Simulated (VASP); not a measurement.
Input of a VASP 6.6.1 run:

Contents of POSCAR:

```
C
1.0
    0.0000000000      1.7951807415      1.7951807415
    1.7951807415      0.0000000000      1.7951807415
    1.7951807415      1.7951807415      0.0000000000
C
2
Direct
    0.7500000000      0.7500000000      0.7500000000
    0.5000000000      0.5000000000      0.5000000000
```

INCAR.step1

```
SYSTEM = C
PREC = Accurate ; ENCUT = 520
EDIFF = 1E-5 ; ISMEAR = -1
SIGMA = 0.05 ; LREAL = .False.
LASPH = .True. ; NELM = 60
ALGO = Normal ; ISIF = 2
LWAVE = .True. ; NBANDS = 11
GGA = PE
```

Contents of INCAR.step2:

```
SYSTEM = C
PREC = Accurate ; ENCUT = 520
EDIFF = 1E-6 ; ISMEAR = -1
SIGMA = 0.05 ; LREAL = .False.
LASPH = .True. ; NELM = 60
ALGO = Normal ; ISIF = 2
LWAVE = .False. ; LCHARG = .True.
GGA = PS ; LHFCALC = .True.
AEXX = 0.25 ; PRECFOCK = Normal
LELF = .True. ; LVHAR = .True.
NBANDS = 11 ; ISTART = 1
```

File KPOINTS:

```
Automatic mesh
0
Gamma
  7 7 7
  0 0 0
```

Potentials or basis: VASP PAW PBE potentials, release 64 (C).

Launch:

```console
$ cat potpaw_PBE.64/C/POTCAR > POTCAR
$ cp INCAR.step1 INCAR
$ mpirun -np 1 vasp_std > vasp.out
$ cp INCAR.step2 INCAR
$ mpirun -np 1 vasp_std > vasp.out
```

Problem. Predict the band gap on the k mesh.

Solution. 6.03 eV (least direct gap 7.63 eV).

Problem. What does it give for the pressure?

Solution. -20.1 GPa.

Caveat: the k points lie up to 0.43 Å⁻¹ apart; the PAW data sets were made with another functional, which shifts forces and pressure a little; an odd mesh through Γ misses points on the zone boundary, where band edges can lie.
